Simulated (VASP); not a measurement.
A run of VASP 6.6.1:

INCAR

```
SYSTEM = BTe
ALGO     = Normal         ! electronic algorithm
EDIFF    = 1E-6           ! SCF threshold, eV
ENCUT    = 520            ! plane-wave cutoff, eV
GGA      = PE             ! functional
ISIF     = 2              ! what is computed and relaxed
ISMEAR   = 0              ! smearing method
LASPH    = .True.         ! aspherical terms in the spheres
LCHARG   = .True.         ! write CHGCAR
LELF     = .True.         ! ELF
LREAL    = .False.        ! projectors in reciprocal space
LVHAR    = .True.       
LWAVE    = .False.        ! write WAVECAR
NBANDS   = 17             ! bands
NELM     = 100            ! most SCF steps
PREC     = Accurate       ! precision mode
SIGMA    = 0.1            ! smearing width, eV
```

File KPOINTS:

```
k-points
0
Gamma
  9 9 4
  0 0 0
```

File POSCAR:

```
BTe
1.0
    3.5197197990      0.0000000000      0.0000000000
   -1.7598598995      3.0481667601      0.0000000000
    0.0000000000      0.0000000000      6.2743859532
B Te
2 2
Direct
    0.0000000000      0.0000000000      0.0000000000
    0.0000000000      0.0000000000      0.5000000000
    0.3333333333      0.6666666667      0.2500000000
    0.6666666667      0.3333333333      0.7500000000
```

Potentials or basis: VASP PAW PBE potentials, release 64 (B, Te).

Launch:

```sh
$ cat potpaw_PBE.64/B/POTCAR potpaw_PBE.64/Te/POTCAR > POTCAR
$ mpirun -np 1 vasp_std > vasp.out
```

Hardware: 1 thread of Intel(R) Xeon(R) Platinum 8488C (Sapphire Rapids), with other jobs on the host.

Task: Estimate the wall time of this run.

Result: Run time: 22 s on 1 thread of Intel(R) Xeon(R) Platinum 8488C (Sapphire Rapids), on a shared host, peak memory 0.2 GiB. Counts: scf iterations 12, k points 36.
